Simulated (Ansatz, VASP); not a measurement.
BP: VASP beside Ansatz

Contents of INCAR:

```
  PREC = Accurate
  ENCUT = 520
  EDIFF = 1E-6
  ISMEAR = 0
  SIGMA = 0.05
  LREAL = False
  LASPH = True
  NELM = 60
  ALGO = Normal
  ISIF = 2
  LWAVE = False
  LCHARG = True
  GGA = PE
  LELF = True
  LVHAR = True
  NBANDS = 11
```

The input KPOINTS:

```
regular mesh
0
Gamma
  10 10 10
```

POSCAR

```
BP
1.0
    0.0000000000      2.3881225000      2.2690000000
    2.2690000000      0.0000000000      2.2690000000
    2.2690000000      2.3881225000      0.0000000000
B P
1 1
Direct
    0.0000000000      0.0000000000      0.0000000000
    0.7500000000      0.7500000000      0.7500000000
```

Input for Ansatz:

```yaml
crystal:
  lattice:
    - [0.0, 2.3881225, 2.269]
    - [2.269, 0.0, 2.269]
    - [2.269, 2.3881225, 0.0]
  atoms:
    - { symbol: B, position: [0.0, 0.0, 0.0] }
    - { symbol: P, position: [0.75, 0.75, 0.75] }
basis:
  ecutwfc: 420
kpoints:
  mp_grid: { grid: [10, 10, 10] }
hamiltonian:
  xc: pbe
scf:
  occupations: { method: gaussian, width: 0.05 }
output:
  forces: true
  stress: true
  eigenvalues: true
```

Change from the starting cell: strain +0.0525 x Voigt [0, 1, 0, 0, 0, 0], atoms carried along.

Alike in both runs: task single point; functional PBE; k mesh 10 × 10 × 10; occupations gaussian, width 0.05 eV; no spin polarisation.

|  | VASP | Ansatz |
| --- | --- | --- |
| version | VASP 6.6.1 | Ansatz 0.2.0 |
| potentials or method | VASP PAW PBE potentials, release 64 (B, P), cutoff 520 eV | scalar-relativistic, plane waves, PAW |
| valence electrons in the cell | 8 | 8 |

VASP gave:

* gap on the k mesh at the Fermi level (eV): 0.93
* least direct gap on the mesh (eV): 3.08
* pressure (GPa): -6.8
* traceless stress, the component that is largest in VASP (GPa): -9.32

Task: Which values does Ansatz return?

Result: gap on the k mesh at the Fermi level (eV): 0.93; least direct gap on the mesh (eV): 3.08; pressure (GPa): -6.6; traceless stress, the component that is largest in VASP (GPa): -9.31.

With one functional, cell and mesh, what is left measures potentials, basis and numerics.
